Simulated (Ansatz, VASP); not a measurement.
Ge: VASP beside Ansatz

```xyz
8
Lattice="4.1804 0.0000 0.0000 -2.0902 3.6204 0.0000 0.0000 0.0000 12.6153" Properties=species:S:1:pos:R:3 pbc="T T T"
Ge    0.0000    0.0000    5.2380
Ge    0.0000    0.0000    7.3773
Ge    0.0000    0.0000   11.5457
Ge    0.0000    0.0000    1.0696
Ge    0.0000    2.4136    4.3422
Ge    2.0902    1.2068    8.2731
Ge    2.0902    1.2068   10.6499
Ge    0.0000    2.4136    1.9654
```

Alike in both runs: task single point; functional PBE; k mesh 15 × 15 × 4; occupations gaussian, width 0.15 eV; no spin polarisation.

```csv
,VASP,Ansatz
version,VASP 6.6.1,Ansatz 0.2.0
potentials or method,"VASP PAW PBE potentials, release 64 (Ge_d), cutoff 520 eV","scalar-relativistic, plane waves, PAW"
valence electrons in the cell,112,112
```

VASP gave:

| Item | Value |
| --- | --- |
| gap on the k mesh at the Fermi level (eV) | none |
| pressure (GPa) | 3.2 |
| traceless stress, the component that is largest in VASP (GPa) | 16.41 |
| rms of the force components (eV/Å) | 1.999 |

Question: Estimate Ansatz's values.

Answer: gap on the k mesh at the Fermi level (eV): none; pressure (GPa): 3.2; traceless stress, the component that is largest in VASP (GPa): 16.45; rms of the force components (eV/Å): 2.003.

Atom by atom the forces differ by 0.005 eV/Å (rms over components). A gap of «none» marks a metal or a gap that the smearing closes.
